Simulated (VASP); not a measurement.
The system is BiSbTe2S.

```
CELL_PARAMETERS angstrom
5.83928 0.00000 0.00000
0.00000 5.83928 0.00000
0.00000 0.00000 4.80659
ATOMIC_POSITIONS crystal
Sb 0.50000 0.50000 0.50000
Bi 0.00000 0.00000 0.00000
Te 0.50000 0.00000 0.50000
Te 0.00000 0.50000 0.50000
S 0.50000 0.50000 0.00000
```

```yaml
Program: VASP 6.6.1
Task: relaxation of cell and atoms
Functional: PBE
Potentials_or_basis: VASP PAW PBE potentials, release 64 (Sb, Bi_d, Te, S)
Cutoff: 600 eV
k_mesh: 6 × 6 × 8
Occupations: gaussian, width 0.1 eV
Spin: no spin polarisation
```

At the start: pressure 0.2 GPa; volume 32.78 Å³/atom.

Q: How do energy, volume and symmetry change on relaxing?

A: Over 4 steps the energy falls by 2.2 meV/atom and the volume is 32.76 Å³/atom (-0.1 %); space group P4/mmm (No. 123, to 0.05 Å).

The path:
| step | energy change (eV) | largest force (eV/Å) | pressure (GPa) | volume (Å³) |
| --- | --- | --- | --- | --- |
| 1 | 0.0000 | 0.0000 | 0.21 | 163.89 |
| 2 | -0.0096 | 0.0000 | -0.29 | 164.87 |
| 3 | -0.0103 | 0.0000 | -0.20 | 164.67 |
| 4 | -0.0108 | 0.0000 | -0.03 | 163.79 |

Final structure:
```
Sb Bi Te S
1.0
     5.80550    0.00000    0.00000
     0.00000    5.80550    0.00000
     0.00000    0.00000    4.85976
Sb Bi Te S
1 1 2 1
Direct
  0.50000 0.50000 0.50000
  0.00000 0.00000 0.00000
  0.50000 0.00000 0.50000
  0.00000 0.50000 0.50000
  0.50000 0.50000 0.00000
```
